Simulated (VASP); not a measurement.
ScAl3, 4 atoms in the cell. Symmetry: Pm-3m, No. 221, cubic system. Conventional cell: a = 4.220 Å, b = 4.220 Å, c = 4.220 Å, α = 90.00°, β = 90.00°, γ = 90.00°. Within 3.9 Å of Sc (site symmetry m-3m) lie 12 Al at 2.98 Å. Within 3.9 Å of Al (site symmetry 4/mmm) lie 4 Sc at 2.98 Å and 8 Al at 2.98 Å. 

- Program: VASP 6.6.1
- Task: single point
- Functional: PBE
- Potentials or basis: VASP PAW PBE potentials, release 64 (Sc_sv, Al)
- Cutoff: 520 eV
- k mesh: 6 × 6 × 6
- Occupations: fermi-dirac, width 0.1 eV
- Spin: no spin polarisation
- Dipole correction: no
- Further INCAR settings: ALGO = Normal; EDIFF = 1e-06; NBANDS = 18

Potentials or basis: VASP PAW PBE potentials, release 64 (Sc_sv, Al).

The run is started by

```bash
$ cat potpaw_PBE.64/Sc_sv/POTCAR potpaw_PBE.64/Al/POTCAR > POTCAR
$ mpirun -np 1 vasp_std > vasp.out
```

Hardware: 1 thread of Intel Xeon 8259CL, on a shared host.

Question: How long does it take, and how much memory?

Answer: Wall time 26 s on 1 thread of Intel Xeon 8259CL, with other jobs on the host, peak memory 0.18 GiB. Counts: scf iterations 13, k points 20.
